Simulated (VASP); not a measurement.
Cs, 5 atoms in the cell. The cell holds a slab with vacuum, 5 atoms: a = 5.235 Å, b = 8.549 Å, c = 29.871 Å, α = 90.00°, β = 90.00°, γ = 90.00°. 

| Property | Result |
| --- | --- |
| Program | VASP 6.6.1 |
| Task | single point |
| Functional | PBEsol |
| Potentials or basis | VASP PAW PBE potentials, release 64 (Cs_sv) |
| Cutoff | 520 eV |
| k mesh | 17 × 10 × 1 |
| Occupations | gaussian, width 0.1 eV |
| Spin | no spin polarisation |
| Dipole correction | yes |
| Further INCAR settings | ALGO = Normal; EDIFF = 1e-06; NBANDS = 30 |

Potentials or basis: VASP PAW PBE potentials, release 64 (Cs_sv).

Run with:

```bash
$ cat potpaw_PBE.64/Cs_sv/POTCAR > POTCAR
$ mpirun -np 4 vasp_std > vasp.out
```

Hardware: 4 MPI ranks on Intel(R) Xeon(R) Platinum 8488C (Sapphire Rapids), on a shared host.

**Question.** How long does it take, and how much memory?

**Answer.** Run time: 17 min on 4 MPI ranks on Intel(R) Xeon(R) Platinum 8488C (Sapphire Rapids), with other jobs on the host, peak memory 2.1 GiB a rank. Counts: scf iterations 23, k points 54.
